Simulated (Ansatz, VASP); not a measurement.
I: VASP beside Ansatz

File INCAR:

```
SYSTEM = I
PREC = Accurate
ENCUT = 520
EDIFF = 1E-6
ISMEAR = 0
SIGMA = 0.15
LREAL = .False.
LASPH = .True.
NELM = 100
ALGO = Normal
ISIF = 2
LWAVE = .False.
LCHARG = .True.
GGA = PS
LELF = .True.
LVHAR = .True.
NBANDS = 10
```

File KPOINTS:

```
regular mesh
0
Gamma
  22 22 22
  0 0 0
```

File POSCAR:

```
I
1.0
   -1.6630419314      1.6630419314      4.0342056728
    1.6630419314     -1.6630419314      4.0342056728
    1.6630419314      1.6630419314     -4.0342056728
I
1
Direct
    0.0000000000      0.0000000000      0.0000000000
```

Input for Ansatz:

```yaml
crystal:
  lattice:
    - [-1.6630419314, 1.6630419314, 4.0342056728]
    - [1.6630419314, -1.6630419314, 4.0342056728]
    - [1.6630419314, 1.6630419314, -4.0342056728]
  atoms:
    - { symbol: I, position: [0.0, 0.0, 0.0] }
basis:
  ecutwfc: 420
kpoints:
  mp_grid: { grid: [22, 22, 22] }
hamiltonian:
  xc: pbesol
scf:
  occupations: { method: gaussian, width: 0.15 }
output:
  forces: true
  stress: true
  eigenvalues: true
```

Alike in both runs: task single point; functional PBEsol; k mesh 22 × 22 × 22; occupations gaussian, width 0.15 eV; no spin polarisation.

```csv
,VASP,Ansatz
version,VASP 6.6.1,Ansatz 0.2.0
potentials or method,"VASP PAW PBE potentials, release 64 (I), cutoff 520 eV","scalar-relativistic, plane waves, PAW"
valence electrons in the cell,7,17
```

|  | VASP | Ansatz | Ansatz less VASP |
| --- | --- | --- | --- |
| gap on the k mesh at the Fermi level (eV) | none | none | - |
| pressure (GPa) | -3.0 | -3.0 | 0.00 |
| traceless stress, the component that is largest in VASP (GPa) | 2.59 | 2.58 | -0.006 |

VASP's potentials were made for PBE, not for PBEsol. A gap of «none» marks a metal or a gap that the smearing closes. The functional is the same, so the differences come from potentials, cutoffs and numerics. VASP's potentials hold 7 valence electrons a cell and Ansatz's 17, so a difference there can come from the potentials and not from the codes.

Spin-orbit coupling is off throughout.
